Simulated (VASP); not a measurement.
Here is a VASP 6.6.1 calculation.

INCAR

```
SYSTEM = K
PREC     = Accurate       ! precision mode
ENCUT    = 520            ! plane-wave cutoff, eV
EDIFF    = 1E-6           ! SCF threshold, eV
ISMEAR   = 0              ! smearing method
SIGMA    = 0.1            ! smearing width, eV
LREAL    = .False.        ! projectors in reciprocal space
LASPH    = .True.         ! aspherical terms in the spheres
NELM     = 60             ! most SCF steps
ALGO     = Fast           ! electronic algorithm
ISIF     = 2              ! what is computed and relaxed
LWAVE    = .False.        ! write WAVECAR
LCHARG   = .False.        ! write CHGCAR
GGA      = PE             ! functional
NBANDS   = 10             ! bands
```

KPOINTS

```
Automatic mesh
0
Gamma
  16 16 16
  0 0 0
```

The input POSCAR:

```
K
1.0
   -1.6688385577      1.6688385577      1.6688385577
    1.6688385577     -1.6688385577      1.6688385577
    1.6688385577      1.6688385577     -1.6688385577
K
1
Direct
    0.0000000000      0.0000000000      0.0000000000
```

Potentials or basis: VASP PAW PBE potentials, release 64 (K_sv).

Command:

```sh
$ cat potpaw_PBE.64/K_sv/POTCAR > POTCAR
$ mpirun -np 1 vasp_std > vasp.out
```

(1) What does it give for the pressure?

(2) Estimate the band gap on the k mesh.

Answers

(1) 40.7 GPa.

(2) zero (an odd number of electrons rules out a gap without spin polarisation).

Caveat: the cell stands under pressure.
